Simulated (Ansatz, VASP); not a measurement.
**HfO2 in VASP and in Ansatz**

```
Hf O
1.0
     5.29380    0.00000    0.00000
     0.00000    5.06923    0.00000
     0.00000    0.00000    5.10096
Hf O
4 8
Direct
  0.03262 0.26629 0.23999
  0.46738 0.26629 0.73999
  0.53262 0.73371 0.23999
  0.96738 0.73371 0.73999
  0.36539 0.06760 0.38315
  0.13461 0.06760 0.88315
  0.72918 0.46281 0.48986
  0.77082 0.46281 0.98986
  0.27082 0.53719 0.98986
  0.22918 0.53719 0.48986
  0.86539 0.93240 0.38315
  0.63461 0.93240 0.88315
```

Alike in both runs: functional PBE; k mesh 4 × 6 × 6; occupations gaussian, width 0.02 eV; no spin polarisation.

Ansatz relaxed the structure, and its values are those at the end. VASP's run is a single point on that final structure, the one shown.

```csv
,VASP,Ansatz
version,VASP 6.6.1,Ansatz 0.2.0
potentials or method,"VASP PAW PBE potentials, release 64 (Hf_pv, O), cutoff 520 eV","scalar-relativistic, plane waves, PAW"
valence electrons in the cell,88,152
```

|  | VASP | Ansatz | Ansatz less VASP |
| --- | --- | --- | --- |
| gap on the k mesh at the Fermi level (eV) | 4.32 | 4.37 | +0.048 |
| least direct gap on the mesh (eV) | 4.57 | 4.62 | +0.041 |
| pressure (GPa) | -3.1 | 0.0 | +3.13 |
| rms of the force components (eV/Å) | 0.026 | 0.001 | -0.0249 |

VASP's potentials hold 88 valence electrons a cell and Ansatz's 152, so a difference there can come from the potentials and not from the codes.

Neither program's run includes spin-orbit coupling.
